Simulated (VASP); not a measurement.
Input of a VASP 6.6.1 run:

The input INCAR:

```
PREC = Accurate ; ENCUT = 520
EDIFF = 1E-6 ; ISMEAR = -1
SIGMA = 0.01 ; LREAL = False
LASPH = True ; NELM = 80
ALGO = Normal ; ISIF = 2
LWAVE = False ; LCHARG = False
GGA = PS ; NBANDS = 28
```

File KPOINTS:

```
Automatic mesh
0
Gamma
  7 7 7
  0.5 0.5 0.5
```

Contents of POSCAR:

```
LaPd3
1.0
    4.2280000000      0.0000000000      0.0000000000
    0.0000000000      4.2280000000      0.0000000000
    0.0000000000      0.0000000000      4.2280000000
La Pd
1 3
Direct
    0.0000000000      0.0000000000      0.0000000000
    0.0000000000      0.5000000000      0.5000000000
    0.5000000000      0.0000000000      0.5000000000
    0.5000000000      0.5000000000      0.0000000000
```

Potentials or basis: VASP PAW PBE potentials, release 64 (La, Pd).

Command:

```bash
$ cat potpaw_PBE.64/La/POTCAR potpaw_PBE.64/Pd/POTCAR > POTCAR
$ mpirun -np 1 vasp_std > vasp.out
```

Question: What does it give for the pressure?

Answer: -6.4 GPa.

Caveat: the PAW data sets were made with another functional, which shifts forces and pressure a little.
